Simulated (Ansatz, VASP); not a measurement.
# One calculation of Mo, two programs

```
Mo
1.0
    -1.58139    1.58139    1.58139
     1.58139   -1.58139    1.58139
     1.58139    1.58139   -1.58139
Mo
1
Direct
  0.00000 0.00000 0.00000
```

Alike in both runs: task relaxation of cell and atoms; functional PBE; k mesh 19 × 19 × 19; occupations fermi-dirac, width 0.1 eV; no spin polarisation.

|  | VASP | Ansatz |
| --- | --- | --- |
| version | VASP 6.6.1 | Ansatz 0.2.0 |
| potentials or method | VASP PAW PBE potentials, release 64 (Mo_sv) | PAW with Ansatz's default frozen-core files, scalar-relativistic |
| plane-wave cutoff (eV) | 600 | 420 |
| valence electrons in the cell | 14 | 14 |

```tsv
	VASP	Ansatz	Ansatz less VASP
relaxed volume (Å³/atom)	15.81	15.79	-0.024
relaxed cell length with the largest relative difference (Å)	2.739	2.737	-0.0014
```
